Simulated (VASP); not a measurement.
# Zn in VASP: a series of runs

The runs below take Zn through single point, relaxation of the atoms, with PBE.

Everything below comes from runs of VASP 6.6.1. Logs are shortened: lines on timing, memory, paths and dates and some standing lists are left out, and cuts for length are marked.

## 1. The cell of the first run

The typed cell holds 4 atoms: a = 4.006 Å, b = 4.006 Å, c = 4.006 Å, α = 90.00°, β = 90.00°, γ = 90.00°.

## 2. Single point, PBE (volume scaled by 1.06, then relaxed in part)

INCAR reads:

```
PREC = Accurate ; ENCUT = 520
EDIFF = 1E-6 ; ISMEAR = 0
SIGMA = 0.1 ; LREAL = F
LASPH = T ; NELM = 100
ALGO = Fast ; ISIF = 2
LWAVE = F ; LCHARG = F
GGA = PE ; NBANDS = 32
```

KPOINTS reads:

```
Automatic mesh
0
Gamma
  12 12 12
```

POSCAR reads:

```
Zn
1.0
    4.0057744254      0.0000000000      0.0000000000
    0.0000000000      4.0057744254      0.0000000000
    0.0000000000      0.0000000000      4.0057744254
Zn
4
Direct
   -0.0000143069     -0.0000143069     -0.0000143069
    0.5000143069      1.0000143069      0.4999856931
    0.4999856931      0.5000143069      1.0000143069
    1.0000143069      0.4999856931      0.5000143069
```

Potentials or basis: VASP PAW PBE potentials, release 64 (Zn).

On the command line:

```console
$ cat potpaw_PBE.64/Zn/POTCAR > POTCAR
$ mpirun -np 1 vasp_std > vasp.out
```

OUTCAR:

```text
PREC = Accurate
   ENCUT = 520
   EDIFF = 1E-6
   ISMEAR = 0
   LREAL = F
   LASPH = T
   NELM = 100
   ISIF = 2
   GGA = PE

 ion  position               nearest neighbor table
   1  1.000  1.000  1.000-   2 2.83   3 2.83   4 2.83   2 2.83   4 2.83   3 2.83   3 2.83   4 2.83
                             4 2.83   2 2.83   3 2.83   2 2.83
   2  0.500  0.000  0.500-   1 2.83   3 2.83   4 2.83   1 2.83   3 2.83   4 2.83   3 2.83   4 2.83
                             1 2.83   3 2.83   1 2.83   4 2.83
   3  0.500  0.500  0.000-   1 2.83   2 2.83   4 2.83   4 2.83   2 2.83   1 2.83   4 2.83   1 2.83
                             4 2.83   2 2.83   2 2.83   1 2.83
   4  0.000  0.500  0.500-   1 2.83   2 2.83   3 2.83   3 2.83   1 2.83   2 2.83   1 2.83   1 2.83
                             2 2.83   2 2.83   3 2.83   3 2.83

  LATTYP: Found a simple cubic cell.
 ALAT       =     4.0057744254

  Lattice vectors:

 A1 = (   4.0057744254,   0.0000000000,   0.0000000000)
 A2 = (   0.0000000000,   4.0057744254,   0.0000000000)
 A3 = (   0.0000000000,   0.0000000000,   4.0057744254)

Analysis of symmetry for initial positions (statically):
=====================================================================
 Subroutine PRICEL returns:
 Original cell was already a primitive cell.

 Routine SETGRP: Setting up the symmetry group for a
 simple cubic supercell.

 Subroutine GETGRP returns: Found 12 space group operations
 (whereof  3 operations were pure point group operations)
 out of a pool of 48 trial point group operations.

The static configuration has the point symmetry C_3 .
 The point group associated with its full space group is T   .

Analysis of symmetry for dynamics (positions and initial velocities):
=====================================================================
 Subroutine PRICEL returns:
 Original cell was already a primitive cell.

 Routine SETGRP: Setting up the symmetry group for a
 simple cubic supercell.

 Subroutine GETGRP returns: Found 12 space group operations
 (whereof  3 operations were pure point group operations)
 out of a pool of 48 trial point group operations.

The dynamic configuration has the point symmetry C_3 .
 The point group associated with its full space group is T   .

 Subroutine INISYM returns: Found 12 space group operations
 (whereof  3 operations are pure point group operations),
 and found     1 'primitive' translations

----------------------------------------------------------------------------------------

                                     Primitive cell

  volume of cell :      64.2776

  direct lattice vectors                    reciprocal lattice vectors
     4.005774425  0.000000000  0.000000000     0.249639619  0.000000000  0.000000000
     0.000000000  4.005774425  0.000000000     0.000000000  0.249639619  0.000000000
     0.000000000  0.000000000  4.005774425     0.000000000  0.000000000  0.249639619

  length of vectors
     4.005774425  4.005774425  4.005774425     0.249639619  0.249639619  0.249639619

  position of ions in fractional coordinates (direct lattice)
     0.999985693  0.999985693  0.999985693
     0.500014307  0.000014307  0.499985693
     0.499985693  0.500014307  0.000014307
     0.000014307  0.499985693  0.500014307

  ion indices of the primitive-cell ions
   primitive index   ion index
                 1           1
                 2           2
                 3           3
                 4           4

----------------------------------------------------------------------------------------

 KPOINTS: Automatic mesh

Automatic generation of k-mesh.
 Grid dimensions read from file:
 generate k-points for:   12   12   12

 Generating k-lattice:

  Cartesian coordinates                     Fractional coordinates (reciprocal lattice)
     0.020803302  0.000000000  0.000000000     0.083333333  0.000000000  0.000000000
     0.000000000  0.020803302  0.000000000     0.000000000  0.083333333  0.000000000
     0.000000000  0.000000000  0.020803302     0.000000000  0.000000000  0.083333333

  Length of vectors
     0.020803302  0.020803302  0.020803302

  Shift w.r.t. Gamma in fractional coordinates (k-lattice)
     0.000000000  0.000000000  0.000000000

 Subroutine IBZKPT returns following result:
 ===========================================

 Found    119 irreducible k-points:

 Following reciprocal coordinates:
            Coordinates               Weight
  0.000000  0.000000  0.000000      1.000000
  0.083333  0.000000  0.000000      6.000000
  0.166667  0.000000  0.000000      6.000000
  0.250000  0.000000  0.000000      6.000000
  0.333333  0.000000  0.000000      6.000000
  0.416667  0.000000  0.000000      6.000000
[... 16 lines left out ...]
 -0.166667  0.333333  0.000000     12.000000
  0.416667  0.166667  0.000000     12.000000
 [... further k-points ...]
   k-points           NKPTS =    119   k-points in BZ     NKDIM =    119   number of bands    NBANDS=     32
   number of dos      NEDOS =    301   number of ions     NIONS =      4
   total plane-waves  NPLWV =  27000
   dimension x,y,z NGX =    30 NGY =   30 NGZ =   30
   dimension x,y,z NGXF=    60 NGYF=   60 NGZF=   60
   ions per type =               4
   NGX,Y,Z   is equivalent  to a cutoff of  12.45, 12.45, 12.45 a.u.
   NGXF,Y,Z  is equivalent  to a cutoff of  24.90, 24.90, 24.90 a.u.
 SYSTEM =  unknown system
   PREC   = accura    normal or accurate (medium, high low for compatibility)
   ISTART =      0    job   : 0-new  1-cont  2-samecut
   ICHARG =      2    charge: 1-file 2-atom 10-const
   ISPIN  =      1    spin polarized calculation?
   LNONCOLLINEAR =      F non collinear calculations
   LSORBIT =      F    spin-orbit coupling
   LASPH  =      T    aspherical Exc in radial PAW
   ENCUT  =  520.0 eV  38.22 Ry    6.18 a.u.   7.45  7.45  7.45*2*pi/ulx,y,z
   NELM   =    100;   NELMIN=  2; NELMDL= -5     # of ELM steps
   EDIFF  = 0.1E-05   stopping-criterion for ELM
   LREAL  =      F    real-space projection
   EDIFFG = 0.1E-04   stopping-criterion for IOM
   NSW    =      0    number of steps for IOM
   IBRION =     -1    ionic relax: 0-MD 1-quasi-New 2-CG
   NFREE  =      0    steps in history (QN), initial steepest desc. (CG)
   ISIF   =      2    stress and relaxation
   ISYM   =      2    0-nonsym 1-usesym 2-fastsym
   POTIM  = 0.5000    time-step for ionic-motion
   TEBEG  =    0.0;   TEEND  =   0.0 temperature during run
   PSTRESS=    0.0 pullay stress
   NELECT =      48.0000    total number of electrons
   NUPDOWN=      -1.0000    fix difference up-down
   EMIN   =  10.00;   EMAX   =-10.00  energy-range for DOS
   EFERMI =   0.00;   METHOD = LEGACY
   ISMEAR =     0;   SIGMA  =   0.10  broadening in eV -4-tet -1-fermi 0-gaus
   EFERMI_NEDOS =   21; number of points for ismear=-14 and -15
   IALGO  =     68    algorithm
   IMIX   =      4    mixing-type and parameters
     AMIX     =   0.40;   BMIX     =  1.00
     AMIX_MAG =   1.60;   BMIX_MAG =  1.00
  volume/ion in A,a.u.               =      16.07       108.44
  Fermi-wavevector in a.u.,A,eV,Ry     =   1.485259  2.806732 30.014360  2.205993
  Thomas-Fermi vector in A             =   2.598693
   LORBIT       =      0    0 simple, 1 ext, 2 COOP (PROOUT), +10 PAW based schemes
   GGA     = PE    functional components
   LHFCALC =     F    Hartree Fock is set to
   AEXX    =    0.0000 exact exchange contribution
   IVDW    =     0    specifies the selected vdW correction
   LEPSILON=     F    determine dielectric tensor
   LRPA    =     F    only Hartree local field effects (RPA)
 non-spin polarized calculation
 RMM-DIIS sequential band-by-band and
 Gauss-broadening in eV      SIGMA  =   0.10
  energy-cutoff  :      520.00
  volume of cell :       64.28
 maximum number of plane-waves:      1759
 NGX is ok and might be reduce to    30
   NGX = 15   NGY = 15   NGZ = 15

 number of electron      48.0000153 magnetization

 Free energy of the ion-electron system (eV)
  ---------------------------------------------------
  ext. energy  EPLUGINS =         0.00000000
  ---------------------------------------------------
  free energy    TOTEN  =        -4.30878679 eV

  energy without entropy =       -4.30246963  energy(sigma->0) =       -4.30562821

 E-fermi :   2.6486     XC(G=0): -11.2782

 val. band max:        2.6181701968   @ k =   0.3333   0.3333   0.2500
 cond. band min:       2.6872294382   @ k =   0.2500   0.0000   0.0000
 fundamental gap:      0.0690592414
 Fermi energy:         2.6486358324

 k-point     1 :       0.0000    0.0000    0.0000
  band No.  band energies     occupation
      1      -7.2188      2.00000
      2      -5.3922      2.00000
      3      -5.3922      2.00000
      4      -5.3922      2.00000
      5      -5.3327      2.00000
      6      -5.3327      2.00000
[... 24 lines left out ...]
     31      10.8312      0.00000
     32      10.8312      0.00000

 k-point     2 :       0.0833    0.0000    0.0000
  band No.  band energies     occupation
      1      -7.1516      2.00000
      2      -5.3812      2.00000
      3      -5.3754      2.00000
      4      -5.3754      2.00000
      5      -5.3235      2.00000
      6      -5.3194      2.00000
[... 24 lines left out ...]
     31      10.4213      0.00000
     32      10.9159      0.00000

 k-point     3 :       0.1667    0.0000    0.0000
  band No.  band energies     occupation
      1      -6.9513      2.00000
      2      -5.3502      2.00000
      3      -5.3274      2.00000
      4      -5.3274      2.00000
      5      -5.2965      2.00000
      6      -5.2796      2.00000
[... 24 lines left out ...]
     31       9.5438      0.00000
     32      11.1684      0.00000

 k-point     4 :       0.2500    0.0000    0.0000
  band No.  band energies     occupation
      1      -6.6244      2.00000
      2      -5.3051      2.00000
      3      -5.2564      2.00000
      4      -5.2564      2.00000
      5      -5.2534      2.00000
      6      -5.2134      2.00000
[... 24 lines left out ...]
     31       8.5856      0.00000
     32      11.5835      0.00000

 k-point     5 :       0.3333    0.0000    0.0000
  band No.  band energies     occupation
      1      -6.1887      2.00000
      2      -5.2593      2.00000
      3      -5.1973      2.00000
      4      -5.1763      2.00000
      5      -5.1763      2.00000
      6      -5.1215      2.00000
[... 584 lines left out ...]
     31       9.9003      0.00000
     32      10.2837      0.00000

 k-point    22 :       0.3333    0.1667    0.0000
  band No.  band energies     occupation
      1      -5.9630      2.00000
      2      -5.1802      2.00000
      3      -5.1791      2.00000
      4      -5.1564      2.00000
      5      -5.1252      2.00000
      6      -5.0987      2.00000
[... 24 lines left out ...]
     31      10.4188      0.00000
     32      10.5696      0.00000

 k-point    23 :      -0.1667    0.3333    0.0000
  band No.  band energies     occupation
      1      -5.9630      2.00000
      2      -5.1802      2.00000
      3      -5.1791      2.00000
      4      -5.1564      2.00000
      5      -5.1252      2.00000
      6      -5.0987      2.00000
[... 24 lines left out ...]
     31      10.4188      0.00000
     32      10.5696      0.00000

 k-point    24 :       0.4167    0.1667    0.0000
  band No.  band energies     occupation
      1      -5.5243      2.00000
      2      -5.1504      2.00000
      3      -5.0984      2.00000
      4      -5.0971      2.00000
      5      -5.0565      2.00000
      6      -4.9905      2.00000
[... 24 lines left out ...]
     31      11.0700      0.00000
     32      11.2101      0.00000

 [... further k-points ...]

------------------------ aborting loop because EDIFF is reached ----------------------------------------

  FORCE on cell =-STRESS in cart. coord.  units (eV):
  Direction    XX          YY          ZZ          XY          YZ          ZX
  --------------------------------------------------------------------------------------
  -------------------------------------------------------------------------------------
  Total       -1.4656025     -1.4656025     -1.4656025     -0.0000000      0.0000000     -0.0000000
  in kB      -36.5314842    -36.5314842    -36.5314842     -0.0000000      0.0000000     -0.0000000
  external PRESSURE =     -36.5314842 kB  Pullay stress =       0.0000000 kB

 VOLUME and BASIS-vectors are now :
 -----------------------------------------------------------------------------
  energy-cutoff  :      520.00
  volume of cell :       64.28
      direct lattice vectors                 reciprocal lattice vectors
     4.005774425  0.000000000  0.000000000     0.249639619  0.000000000  0.000000000
     0.000000000  4.005774425  0.000000000     0.000000000  0.249639619  0.000000000
     0.000000000  0.000000000  4.005774425     0.000000000  0.000000000  0.249639619

 POSITION                                       TOTAL-FORCE (eV/Angst)
 -----------------------------------------------------------------------------------
      4.00572      4.00572      4.00572         0.000101      0.000101      0.000101
      2.00294      0.00006      2.00283        -0.000101     -0.000101      0.000101
      2.00283      2.00294      0.00006         0.000101     -0.000101     -0.000101
      0.00006      2.00283      2.00294        -0.000101      0.000101     -0.000101
 -----------------------------------------------------------------------------------
    total drift:                                0.000000      0.000000      0.000000

  FREE ENERGIE OF THE ION-ELECTRON SYSTEM (eV)
  ---------------------------------------------------
  free  energy   TOTEN  =        -4.3087867886 eV

  energy  without entropy=       -4.3024696336  energy(sigma->0) =       -4.30562821
```

It took 5.5 min on 1 thread of Intel Xeon Platinum 8259CL at 2.50GHz (Skylake/Cascade Lake), shared host; peak memory 0.28 GiB.

Results:

```yaml
Free_energy: -4.3088 eV
Pressure: -3.7 GPa
Band_gap_on_the_k_mesh: zero (band 24 reaches 4.90 eV, above the bottom of band 25 at 1.22 eV)
```

## 3. Relaxation of the atoms, PBE (volume scaled by 0.97)

INCAR reads:

```
SYSTEM = Zn
PREC     = Accurate       ! precision mode
ENCUT    = 520            ! plane-wave cutoff, eV
EDIFF    = 1E-6           ! SCF threshold, eV
ISMEAR   = 0              ! smearing method
SIGMA    = 0.1            ! smearing width, eV
LREAL    = .False.        ! projectors in reciprocal space
LASPH    = .True.         ! aspherical terms in the spheres
NELM     = 80             ! most SCF steps
ALGO     = Fast           ! electronic algorithm
ISIF     = 2              ! what is computed and relaxed
LWAVE    = .False.        ! write WAVECAR
LCHARG   = .False.        ! write CHGCAR
GGA      = PE             ! functional
IBRION   = 2              ! ionic algorithm
NSW      = 50             ! ionic steps
EDIFFG   = -0.01          ! ionic threshold
```

KPOINTS reads:

```
regular mesh
0
Gamma
  12 12 12
  0 0 0
```

POSCAR reads:

```
Zn
1.0
    3.8890343507      0.0000000000      0.0000000000
    0.0000000000      3.8890343507      0.0000000000
    0.0000000000      0.0000000000      3.8890343507
Zn
4
Direct
   -0.0000143069     -0.0000143069     -0.0000143069
    0.5000143069      1.0000143069      0.4999856931
    0.4999856931      0.5000143069      1.0000143069
    1.0000143069      0.4999856931      0.5000143069
```

Potentials or basis: VASP PAW PBE potentials, release 64 (Zn).

On the command line:

```console
$ cat potpaw_PBE.64/Zn/POTCAR > POTCAR
$ mpirun -np 1 vasp_std > vasp.out
```

It took 3.1 min on 1 thread of Oxide Virtual Turin-like, shared host; peak memory 0.23 GiB.

The run converged. Its results:

* Free energy: -4.3272 eV
* Pressure after relaxing: 2.7 GPa

Final structure:
```
CELL_PARAMETERS angstrom
3.88903 0.00000 0.00000
0.00000 3.88903 0.00000
0.00000 0.00000 3.88903
ATOMIC_POSITIONS crystal
Zn 0.99999 0.99999 0.99999
Zn 0.50001 0.00001 0.49999
Zn 0.49999 0.50001 0.00001
Zn 0.00001 0.49999 0.50001
```

Levels at points of the mesh, in eV from the Fermi level:
```csv
k point,band 20,band 21,band 22,band 23,band 24,band 25,band 26,band 27,band 28
"(0.00, 0.00, 0.00)",-6.89,-6.89,-1.04,-1.04,-1.04,1.88,1.88,1.88,8.62
"(0.50, 0.00, 0.00)",-7.09,-6.89,-6.89,2.30,2.30,2.30,2.30,3.33,3.33
"(0.50, 0.50, 0.00)",-7.25,-4.62,-4.62,-4.62,-4.62,5.20,5.20,5.20,5.20
"(0.50, 0.50, 0.50)",-6.97,-3.00,-3.00,-3.00,-3.00,-1.30,-1.30,-1.30,-1.30
```

Caveat: the relaxation stopped at its first step, so nothing moved; the bands computed are all filled at some k points, so no gap is given.
